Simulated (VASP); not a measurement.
A run of VASP 6.6.1 is set up as follows.

The input INCAR:

```
SYSTEM = CaHfH6
PREC = Accurate ; ENCUT = 600
EDIFF = 1E-6 ; ISMEAR = 0
SIGMA = 0.1 ; LREAL = .FALSE.
LASPH = .TRUE. ; NELM = 80
ALGO = Normal ; ISIF = 3
LWAVE = .FALSE. ; LCHARG = .FALSE.
GGA = PE ; IBRION = 2
NSW = 90 ; EDIFFG = -0.04
```

Contents of KPOINTS:

```
Automatic mesh
0
G
  4 4 4
  0 0 0
```

POSCAR

```
CaHfH6
1.0
    0.0000000000      4.3381474300      4.3381474300
    4.3381474300      0.0000000000      4.3381474300
    4.3381474300      4.3381474300      0.0000000000
Ca Hf H
1 1 6
Direct
    0.0000000000      0.0000000000      0.0000000000
    0.5000000000      0.5000000000      0.5000000000
    0.7445229000      0.2554771000      0.2554771000
    0.2554771000      0.7445229000      0.2554771000
    0.2554771000      0.2554771000      0.7445229000
    0.2554771000      0.7445229000      0.7445229000
    0.7445229000      0.2554771000      0.7445229000
    0.7445229000      0.7445229000      0.2554771000
```

Potentials or basis: VASP PAW PBE potentials, release 64 (Ca_sv, Hf_pv, H).

The run is started by

```bash
$ cat potpaw_PBE.64/Ca_sv/POTCAR potpaw_PBE.64/Hf_pv/POTCAR potpaw_PBE.64/H/POTCAR > POTCAR
$ mpirun -np 1 vasp_std > vasp.out
```

Estimate the band gap on the k mesh.

2.43 eV, indirect (least direct gap 2.73 eV).

Predict the space group after relaxing (to 0.05 Å).

Fm-3m (No. 225).

Predict the relaxed volume.

17.60 Å³/atom.

Estimate the relaxed cell.

a = 5.839 Å, b = 5.839 Å, c = 5.839 Å, α = 60.00°, β = 60.00°, γ = 60.00°.

Final structure:
```
Ca Hf H
1.0
     0.00000    4.12874    4.12874
     4.12874    0.00000    4.12874
     4.12874    4.12874    0.00000
Ca Hf H
1 1 6
Cartesian
  0.0000 0.0000 0.0000
  4.1287 4.1287 4.1287
  2.1939 4.1287 4.1287
  4.1287 2.1939 4.1287
  4.1287 4.1287 2.1939
  6.0635 4.1287 4.1287
  4.1287 6.0635 4.1287
  4.1287 4.1287 6.0635
```

Caveat: spin-orbit coupling is left out, which moves the levels of the heavy elements. A hybrid or GW would open this gap; PBE tends to underestimate it.
